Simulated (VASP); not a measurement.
# TiTe2 (P-3m1) in VASP: settings compared

The runs below take TiTe2 through single point, with PBE, LDA.

Program: VASP 6.6.1. These are calculated values, not measurements. Logs are shortened: lines on timing, memory, paths and dates and some standing lists are left out, and cuts for length are marked.

## Step 1: The cell of the first run

Symmetry: P-3m1, No. 164, trigonal system. The conventional cell has a = 3.700 Å, b = 3.700 Å, c = 6.365 Å, α = 90.00°, β = 90.00°, γ = 120.00°. Within 3.6 Å of Te (site symmetry 3m) lie 3 Ti at 2.71 Å. Within 3.6 Å of Ti (site symmetry -3m) lie 6 Te at 2.71 Å.

## Step 2: Single point, PBE

The input, INCAR:

```
SYSTEM = TiTe2
  PREC = Accurate
  ENCUT = 520
  EDIFF = 1E-7
  ISMEAR = -1
  SIGMA = 0.05
  LREAL = .FALSE.
  LASPH = .TRUE.
  NELM = 80
  ALGO = Normal
  ISIF = 2
  LWAVE = .FALSE.
  LCHARG = .FALSE.
  GGA = PE
  NBANDS = 19
```

The input, KPOINTS:

```
Automatic mesh
0
G
  8 8 4
  0 0 0
```

The input, POSCAR:

```
TiTe2
1.0
    3.6998967326      0.0000000000      0.0000000000
   -1.8499483663      3.2042045618      0.0000000000
    0.0000000000      0.0000000000      6.3653505344
Te Ti
2 1
Direct
    0.3333333333      0.6666666667      0.7372000000
    0.6666666667      0.3333333333      0.2628000000
    0.0000000000      0.0000000000      0.0000000000
```

Potentials or basis: VASP PAW PBE potentials, release 64 (Te, Ti_sv).

Command:

```sh
$ cat potpaw_PBE.64/Te/POTCAR potpaw_PBE.64/Ti_sv/POTCAR > POTCAR
$ mpirun -np 1 vasp_std > vasp.out
```

OUTCAR:

```text
SYSTEM = TiTe2
   PREC = Accurate
   ENCUT = 520
   EDIFF = 1E-7
   ISMEAR = -1
   LREAL = .FALSE.
   LASPH = .TRUE.
   NELM = 80
   ISIF = 2
   GGA = PE

 ion  position               nearest neighbor table
   1  0.333  0.667  0.737-   3 2.71   3 2.71   3 2.71
   2  0.667  0.333  0.263-   3 2.71   3 2.71   3 2.71
   3  0.000  0.000  0.000-   1 2.71   2 2.71   1 2.71   2 2.71   2 2.71   1 2.71

  LATTYP: Found a hexagonal cell.
 ALAT       =     3.6998967326
 C/A-ratio  =     1.7204130262

  Lattice vectors:

 A1 = (   3.6998967326,   0.0000000000,   0.0000000000)
 A2 = (  -1.8499483663,   3.2042045618,   0.0000000000)
 A3 = (   0.0000000000,   0.0000000000,   6.3653505344)

Analysis of symmetry for initial positions (statically):
=====================================================================
 Subroutine PRICEL returns:
 Original cell was already a primitive cell.

 Routine SETGRP: Setting up the symmetry group for a
 hexagonal supercell.

 Subroutine GETGRP returns: Found 12 space group operations
 (whereof 12 operations were pure point group operations)
 out of a pool of 24 trial point group operations.

The static configuration has the point symmetry D_3d.

Analysis of symmetry for dynamics (positions and initial velocities):
=====================================================================
 Subroutine PRICEL returns:
 Original cell was already a primitive cell.

 Routine SETGRP: Setting up the symmetry group for a
 hexagonal supercell.

 Subroutine GETGRP returns: Found 12 space group operations
 (whereof 12 operations were pure point group operations)
 out of a pool of 24 trial point group operations.

The dynamic configuration has the point symmetry D_3d.

 Subroutine INISYM returns: Found 12 space group operations
 (whereof 12 operations are pure point group operations),
 and found     1 'primitive' translations

----------------------------------------------------------------------------------------

                                     Primitive cell

  volume of cell :      75.4627

  direct lattice vectors                    reciprocal lattice vectors
     3.699896733  0.000000000  0.000000000     0.270277814  0.156044969  0.000000000
    -1.849948366  3.204204562  0.000000000     0.000000000  0.312089937  0.000000000
     0.000000000  0.000000000  6.365350534     0.000000000  0.000000000  0.157100539

  length of vectors
     3.699896733  3.699896733  6.365350534     0.312089937  0.312089937  0.157100539

  position of ions in fractional coordinates (direct lattice)
     0.333333333  0.666666667  0.737200000
     0.666666667  0.333333333  0.262800000
     0.000000000  0.000000000  0.000000000

  ion indices of the primitive-cell ions
   primitive index   ion index
                 1           1
                 2           2
                 3           3

----------------------------------------------------------------------------------------

 KPOINTS: Automatic mesh

Automatic generation of k-mesh.
 Grid dimensions read from file:
 generate k-points for:    8    8    4

 Generating k-lattice:

  Cartesian coordinates                     Fractional coordinates (reciprocal lattice)
     0.033784727  0.019505621  0.000000000     0.125000000  0.000000000  0.000000000
     0.000000000  0.039011242  0.000000000     0.000000000  0.125000000  0.000000000
     0.000000000  0.000000000  0.039275135     0.000000000  0.000000000  0.250000000

  Length of vectors
     0.039011242  0.039011242  0.039275135

  Shift w.r.t. Gamma in fractional coordinates (k-lattice)
     0.000000000  0.000000000  0.000000000

 Subroutine IBZKPT returns following result:
 ===========================================

 Found     35 irreducible k-points:

 Following reciprocal coordinates:
            Coordinates               Weight
  0.000000  0.000000  0.000000      1.000000
  0.125000  0.000000  0.000000      6.000000
  0.250000  0.000000  0.000000      6.000000
  0.375000  0.000000  0.000000      6.000000
  0.500000  0.000000  0.000000      3.000000
  0.125000  0.125000  0.000000      6.000000
[... 16 lines left out ...]
 -0.125000  0.500000  0.250000     12.000000
  0.250000  0.250000  0.250000     12.000000
 [... further k-points ...]
   k-points           NKPTS =     35   k-points in BZ     NKDIM =     35   number of bands    NBANDS=     19
   number of dos      NEDOS =    301   number of ions     NIONS =      3
   total plane-waves  NPLWV =  37632
   dimension x,y,z NGX =    28 NGY =   28 NGZ =   48
   dimension x,y,z NGXF=    56 NGYF=   56 NGZF=   96
   ions per type =               2   1
   NGX,Y,Z   is equivalent  to a cutoff of  12.58, 12.58, 12.54 a.u.
   NGXF,Y,Z  is equivalent  to a cutoff of  25.16, 25.16, 25.07 a.u.
 SYSTEM =  TiTe2
   PREC   = accura    normal or accurate (medium, high low for compatibility)
   ISTART =      0    job   : 0-new  1-cont  2-samecut
   ICHARG =      2    charge: 1-file 2-atom 10-const
   ISPIN  =      1    spin polarized calculation?
   LNONCOLLINEAR =      F non collinear calculations
   LSORBIT =      F    spin-orbit coupling
   LASPH  =      T    aspherical Exc in radial PAW
   ENCUT  =  520.0 eV  38.22 Ry    6.18 a.u.   6.88  6.88 11.84*2*pi/ulx,y,z
   NELM   =     80;   NELMIN=  2; NELMDL= -5     # of ELM steps
   EDIFF  = 0.1E-06   stopping-criterion for ELM
   LREAL  =      F    real-space projection
   EDIFFG = 0.1E-05   stopping-criterion for IOM
   NSW    =      0    number of steps for IOM
   IBRION =     -1    ionic relax: 0-MD 1-quasi-New 2-CG
   NFREE  =      0    steps in history (QN), initial steepest desc. (CG)
   ISIF   =      2    stress and relaxation
   ISYM   =      2    0-nonsym 1-usesym 2-fastsym
   POTIM  = 0.5000    time-step for ionic-motion
   TEBEG  =    0.0;   TEEND  =   0.0 temperature during run
   PSTRESS=    0.0 pullay stress
   NELECT =      24.0000    total number of electrons
   NUPDOWN=      -1.0000    fix difference up-down
   EMIN   =  10.00;   EMAX   =-10.00  energy-range for DOS
   EFERMI =   0.00;   METHOD = LEGACY
   ISMEAR =    -1;   SIGMA  =   0.05  broadening in eV -4-tet -1-fermi 0-gaus
   EFERMI_NEDOS =   21; number of points for ismear=-14 and -15
   IALGO  =     38    algorithm
   IMIX   =      4    mixing-type and parameters
     AMIX     =   0.40;   BMIX     =  1.00
     AMIX_MAG =   1.60;   BMIX_MAG =  1.00
  volume/ion in A,a.u.               =      25.15       169.75
  Fermi-wavevector in a.u.,A,eV,Ry     =   1.117467  2.111706 16.990023  1.248731
  Thomas-Fermi vector in A             =   2.254090
   LORBIT       =      0    0 simple, 1 ext, 2 COOP (PROOUT), +10 PAW based schemes
   GGA     = PE    functional components
   LHFCALC =     F    Hartree Fock is set to
   AEXX    =    0.0000 exact exchange contribution
   IVDW    =     0    specifies the selected vdW correction
   LEPSILON=     F    determine dielectric tensor
   LRPA    =     F    only Hartree local field effects (RPA)
 non-spin polarized calculation
  energy-cutoff  :      520.00
  volume of cell :       75.46
 maximum number of plane-waves:      2064
   NGX = 13   NGY = 13   NGZ = 23

 number of electron      24.0000001 magnetization

 Free energy of the ion-electron system (eV)
  ---------------------------------------------------
  ext. energy  EPLUGINS =         0.00000000
  ---------------------------------------------------
  free energy    TOTEN  =       -16.12247621 eV

  energy without entropy =      -16.11130157  energy(sigma->0) =      -16.11688889

 E-fermi :   7.5573     XC(G=0): -10.1437

 val. band max:        7.5479524149   @ k =   0.1250   0.0000   0.2500
 cond. band min:       7.5871068214   @ k =   0.5000   0.0000   0.0000
 fundamental gap:      0.0391544066
 Fermi energy:         7.5572606815

 k-point     1 :       0.0000    0.0000    0.0000
  band No.  band energies     occupation
      1     -49.7549      2.00000
      2     -26.0254      2.00000
      3     -26.0254      2.00000
      4     -26.0029      2.00000
      5      -5.1971      2.00000
      6      -3.4984      2.00000
[... 11 lines left out ...]
     18      12.7952      0.00000
     19      14.0955      0.00000

 k-point     2 :       0.1250    0.0000    0.0000
  band No.  band energies     occupation
      1     -49.7543      2.00000
      2     -26.0336      2.00000
      3     -26.0272      2.00000
      4     -26.0009      2.00000
      5      -5.0087      2.00000
      6      -3.4029      2.00000
[... 11 lines left out ...]
     18      13.7342      0.00000
     19      14.8267      0.00000

 k-point     3 :       0.2500    0.0000    0.0000
  band No.  band energies     occupation
      1     -49.7527      2.00000
      2     -26.0535      2.00000
      3     -26.0317      2.00000
      4     -25.9960      2.00000
      5      -4.4791      2.00000
      6      -3.1632      2.00000
[... 11 lines left out ...]
     18      13.4378      0.00000
     19      14.3123      0.00000

 k-point     4 :       0.3750    0.0000    0.0000
  band No.  band energies     occupation
      1     -49.7512      2.00000
      2     -26.0732      2.00000
      3     -26.0362      2.00000
      4     -25.9912      2.00000
      5      -3.7483      2.00000
      6      -2.9522      2.00000
[... 11 lines left out ...]
     18      13.2333      0.00000
     19      13.4549      0.00000

 k-point     5 :       0.5000    0.0000    0.0000
  band No.  band energies     occupation
      1     -49.7506      2.00000
      2     -26.0814      2.00000
      3     -26.0380      2.00000
      4     -25.9892      2.00000
      5      -3.2150      2.00000
      6      -3.0159      2.00000
[... 11 lines left out ...]
     18      13.0446      0.00000
     19      13.3073      0.00000
[... 334 lines left out ...]
      2     -26.0645      2.00000
      3     -26.0379      2.00000
      4     -25.9926      2.00000
      5      -3.8642      2.00000
      6      -3.2013      2.00000
[... 11 lines left out ...]
     18      13.2071      0.00000
     19      14.3157      0.00000

 k-point    22 :       0.3750    0.1250    0.2500
  band No.  band energies     occupation
      1     -49.7506      2.00000
      2     -26.0769      2.00000
      3     -26.0426      2.00000
      4     -25.9892      2.00000
      5      -3.3306      2.00000
      6      -2.8872      2.00000
[... 11 lines left out ...]
     18      12.9621      0.00000
     19      13.6947      0.00000

 k-point    23 :      -0.1250    0.5000    0.2500
  band No.  band energies     occupation
      1     -49.7506      2.00000
      2     -26.0768      2.00000
      3     -26.0426      2.00000
      4     -25.9892      2.00000
      5      -3.2195      2.00000
      6      -3.0231      2.00000
[... 11 lines left out ...]
     18      12.5631      0.00000
     19      14.0316      0.00000

 k-point    24 :       0.2500    0.2500    0.2500
  band No.  band energies     occupation
      1     -49.7506      2.00000
      2     -26.0705      2.00000
      3     -26.0489      2.00000
      4     -25.9892      2.00000
      5      -3.3276      2.00000
      6      -2.9254      2.00000
[... 11 lines left out ...]
     18      12.9373      0.00000
     19      13.8381      0.00000

 [... further k-points ...]
[... 5 lines left out ...]
  --------------------------------------------------------------------------------------
  -------------------------------------------------------------------------------------
  Total        2.4186605      2.4186605      2.9119835      0.0000000      0.0000000      0.0000000
  in kB       51.3515228     51.3515228     61.8254571      0.0000000      0.0000000      0.0000000
  external PRESSURE =      54.8428343 kB  Pullay stress =       0.0000000 kB

 VOLUME and BASIS-vectors are now :
 -----------------------------------------------------------------------------
  energy-cutoff  :      520.00
  volume of cell :       75.46
      direct lattice vectors                 reciprocal lattice vectors
     3.699896733  0.000000000  0.000000000     0.270277814  0.156044969  0.000000000
    -1.849948366  3.204204562  0.000000000     0.000000000  0.312089937  0.000000000
     0.000000000  0.000000000  6.365350534     0.000000000  0.000000000  0.157100539

 POSITION                                       TOTAL-FORCE (eV/Angst)
 -----------------------------------------------------------------------------------
     -0.00000      2.13614      4.69254        -0.000000      0.000000     -0.588487
      1.84995      1.06807      1.67281         0.000000     -0.000000      0.588487
      0.00000      0.00000      0.00000         0.000000      0.000000      0.000000
 -----------------------------------------------------------------------------------
    total drift:                                0.000000     -0.000000      0.000000

  FREE ENERGIE OF THE ION-ELECTRON SYSTEM (eV)
  ---------------------------------------------------
  free  energy   TOTEN  =       -16.1224762070 eV

  energy  without entropy=      -16.1113015739  energy(sigma->0) =      -16.11688889
```

Run time: 48 s. Hardware: 1 thread of Intel Xeon Platinum 8375C at 2.90GHz (Ice Lake), shared host; peak memory 0.2 GiB.

What came out:

* Free energy: -16.1225 eV
* Pressure: 5.5 GPa
* Largest force: 0.588 eV/Å
* Band gap on the k mesh: zero (band 12 reaches 7.98 eV, above the bottom of band 13 at 7.21 eV)

Forces on the atoms (eV/Å):
```
Te   0.000  0.000 -0.588
Te   0.000  0.000  0.588
Ti   0.000  0.000  0.000
```

Levels at points of the mesh, in eV from the Fermi level:
```tsv
k point	band 9	band 10	band 11	band 12	band 13	band 14	band 15	band 16
(0.00, 0.00, 0.00)	-1.76	0.35	0.42	0.42	0.72	1.26	1.26	3.34
(0.50, 0.00, 0.00)	-2.87	-2.54	-1.83	-1.16	0.03	1.27	1.64	2.56
(0.00, 0.00, 0.50)	-1.68	-1.68	0.41	0.41	0.90	0.90	1.19	3.84
(0.50, 0.00, 0.50)	-2.55	-2.13	-0.94	-0.58	-0.34	1.27	1.62	2.82
```

Caveat: spin-orbit coupling is left out, which moves the levels of the heavy elements; this functional lacks dispersion, which binds the layers, so the pressure and a relaxed spacing across them are unreliable.

## Step 3: Single point, PBE

This run uses another cell than the first one, of 25.69 Å³/atom, 1.021 times its volume.

The input, INCAR:

```
  PREC = Accurate
  ENCUT = 520
  EDIFF = 1E-6
  ISMEAR = -1
  SIGMA = 0.05
  LREAL = False
  LASPH = True
  NELM = 80
  ALGO = Normal
  ISIF = 2
  LWAVE = False
  LCHARG = True
  GGA = PE
  LELF = True
  LVHAR = True
  NBANDS = 19
```

The input, KPOINTS:

```
Automatic mesh
0
Gamma
  8 8 4
```

The input, POSCAR:

```
TiTe2
1.0
    3.7259532019      0.0000000000      0.0000000000
   -1.8629766009      3.2267701262      0.0000000000
    0.0000000000      0.0000000000      6.4101784236
Te Ti
2 1
Direct
    0.3333333333      0.6666666667      0.7372000000
    0.6666666667      0.3333333333      0.2628000000
    0.0000000000      0.0000000000      0.0000000000
```

Potentials or basis: VASP PAW PBE potentials, release 64 (Te, Ti_sv).

Command:

```sh
$ cat potpaw_PBE.64/Te/POTCAR potpaw_PBE.64/Ti_sv/POTCAR > POTCAR
$ mpirun -np 1 vasp_std > vasp.out
```

Run time: 47 s. Hardware: 1 thread of Intel Xeon Platinum 8375C at 2.90GHz (Ice Lake), shared host; peak memory 0.21 GiB.

Results (log left out):

```
Free energy            : -16.1690 eV
Pressure               : 3.8 GPa
Largest force          : 0.387 eV/Å
Band gap on the k mesh : zero (band 12 reaches 7.71 eV, above the bottom of band 13 at 6.99 eV)
```

Forces in eV/Å, atoms in the order of the input:
```
Te   0.000  0.000 -0.387
Te   0.000  0.000  0.387
Ti   0.000  0.000  0.000
```

Stress tensor (GPa, compression positive):
```
3.50 0.00 0.00
0.00 3.50 0.00
0.00 0.00 4.38
```

Levels at points of the mesh, in eV from the Fermi level:
| k point | band 8 | band 9 | band 10 | band 11 | band 12 | band 13 | band 14 | band 15 | band 16 | band 17 |
| --- | --- | --- | --- | --- | --- | --- | --- | --- | --- | --- |
| (0.00, 0.00, 0.00) | -1.73 | -1.73 | 0.35 | 0.42 | 0.42 | 0.68 | 1.20 | 1.20 | 3.25 | 3.25 |
| (0.50, 0.00, 0.00) | -3.82 | -2.81 | -2.49 | -1.80 | -1.15 | 0.03 | 1.23 | 1.59 | 2.51 | 3.56 |
| (0.00, 0.00, 0.50) | -2.74 | -1.65 | -1.65 | 0.41 | 0.41 | 0.85 | 0.85 | 1.13 | 3.72 | 3.72 |
| (0.50, 0.00, 0.50) | -4.73 | -2.50 | -2.09 | -0.95 | -0.58 | -0.31 | 1.23 | 1.56 | 2.75 | 3.73 |

Caveat: spin-orbit coupling is left out, which moves the levels of the heavy elements; this functional lacks dispersion, which binds the layers, so the pressure and a relaxed spacing across them are unreliable.

## Step 4: Single point, LDA

This run uses another cell than the first one, of 26.22 Å³/atom, 1.043 times its volume.

The input, INCAR:

```
SYSTEM = TiTe2
PREC     = Accurate       ! precision mode
ENCUT    = 520            ! plane-wave cutoff, eV
EDIFF    = 1E-6           ! SCF threshold, eV
ISMEAR   = -1             ! smearing method
SIGMA    = 0.05           ! smearing width, eV
LREAL    = .False.        ! projectors in reciprocal space
LASPH    = .True.         ! aspherical terms in the spheres
NELM     = 100            ! most SCF steps
ALGO     = Normal         ! electronic algorithm
ISIF     = 2              ! what is computed and relaxed
LWAVE    = .False.        ! write WAVECAR
LCHARG   = .False.        ! write CHGCAR
NBANDS   = 19             ! bands
```

The input, KPOINTS:

```
Automatic mesh
0
Gamma
  8 8 4
  0 0 0
```

The input, POSCAR:

```
TiTe2
1.0
    3.7516502429      0.0000000000      0.0000000000
   -1.8758251215      3.2490244165      0.0000000000
    0.0000000000      0.0000000000      6.4543879477
Te Ti
2 1
Direct
    0.3333333333      0.6666666667      0.7372000000
    0.6666666667      0.3333333333      0.2628000000
    0.0000000000      0.0000000000      0.0000000000
```

Potentials or basis: VASP PAW LDA potentials, release 64 (Te, Ti_sv).

Command:

```sh
$ cat potpaw_LDA.64/Te/POTCAR potpaw_LDA.64/Ti_sv/POTCAR > POTCAR
$ mpirun -np 1 vasp_std > vasp.out
```

It took 49 s on 1 thread of Intel Xeon Platinum 8375C at 2.90GHz (Ice Lake), shared host; peak memory 0.18 GiB.

Results (log left out):

```
Free energy            : -18.3145 eV
Pressure               : -2.8 GPa
Largest force          : 0.115 eV/Å
Band gap on the k mesh : zero (band 12 reaches 7.26 eV, above the bottom of band 13 at 6.56 eV)
```

Forces on the atoms (eV/Å):
```
Te   0.000  0.000  0.115
Te   0.000  0.000 -0.115
Ti   0.000  0.000  0.000
```

Stress tensor (GPa, compression positive):
```
-2.93  0.00  0.00
 0.00 -2.93  0.00
 0.00  0.00 -2.56
```

Levels at points of the mesh, in eV from the Fermi level:
```csv
k point,band 9,band 10,band 11,band 12,band 13,band 14,band 15,band 16
"(0.00, 0.00, 0.00)",-1.67,0.33,0.40,0.40,0.67,1.16,1.16,3.18
"(0.50, 0.00, 0.00)",-2.71,-2.41,-1.73,-1.10,0.03,1.17,1.50,2.48
"(0.00, 0.00, 0.50)",-1.59,-1.59,0.39,0.39,0.83,0.83,1.06,3.63
"(0.50, 0.00, 0.50)",-2.41,-2.02,-0.91,-0.55,-0.30,1.17,1.48,2.71
```

Caveat: spin-orbit coupling is left out, which moves the levels of the heavy elements.

## Step 5: Summary

| level | potentials or basis | cell | gap on the mesh (eV) | pressure (GPa) | largest force (eV/Å) |
| --- | --- | --- | --- | --- | --- |
| PBE | VASP PAW PBE potentials, release 64 (Te, Ti_sv) | a = 3.700, b = 3.700, c = 6.365 Å, angles 90.0, 90.0, 120.0°, 3 atoms | none | 5.5 | 0.59 |
| PBE | VASP PAW PBE potentials, release 64 (Te, Ti_sv) | a = 3.726, b = 3.726, c = 6.410 Å, angles 90.0, 90.0, 120.0°, 3 atoms | none | 3.8 | 0.39 |
| LDA | VASP PAW LDA potentials, release 64 (Te, Ti_sv) | a = 3.752, b = 3.752, c = 6.454 Å, angles 90.0, 90.0, 120.0°, 3 atoms | none | -2.8 | 0.12 |

Alike in all rows: task single point; no spin polarisation; k mesh 8 × 8 × 4; cutoff (eV) 520; smearing fermi-dirac 0.05 eV.

Caveats: spin-orbit coupling is left out, which moves the levels of the heavy elements; this functional lacks dispersion, which binds the layers, so the pressure and a relaxed spacing across them are unreliable (some runs).

Absolute energies hang on the potentials; compare differences alone.
